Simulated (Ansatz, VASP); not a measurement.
# Se: VASP beside Ansatz

```xyz
4
Lattice="5.1374 0.0000 0.0000 0.0000 5.1374 0.0000 0.0000 0.0000 5.1374" Properties=species:S:1:pos:R:3 pbc="T T T"
Se    0.0000    2.5687    2.5687
Se    2.5687    0.0000    2.5687
Se    2.5687    2.5687    0.0000
Se    2.5687    2.5687    2.5687
```

Alike in both runs: functional PBE; k mesh 10 × 10 × 10; occupations gaussian, width 0.1 eV; no spin polarisation.

Ansatz relaxed the structure, and its values are those at the end. VASP's run is a single point on that final structure, the one shown.

|  | VASP | Ansatz |
| --- | --- | --- |
| version | VASP 6.6.1 | Ansatz 0.2.0 |
| potentials or method | VASP PAW PBE potentials, release 64 (Se), cutoff 520 eV | scalar-relativistic, plane waves, PAW |
| valence electrons in the cell | 24 | 64 |

```tsv
	VASP	Ansatz	Ansatz less VASP
gap on the k mesh at the Fermi level (eV)	none	none	-
pressure (GPa)	0.1	0.0	-0.02
```

A gap of «none» marks a metal or a gap that the smearing closes. VASP's potentials hold 24 valence electrons a cell and Ansatz's 64, so a difference there can come from the potentials and not from the codes.
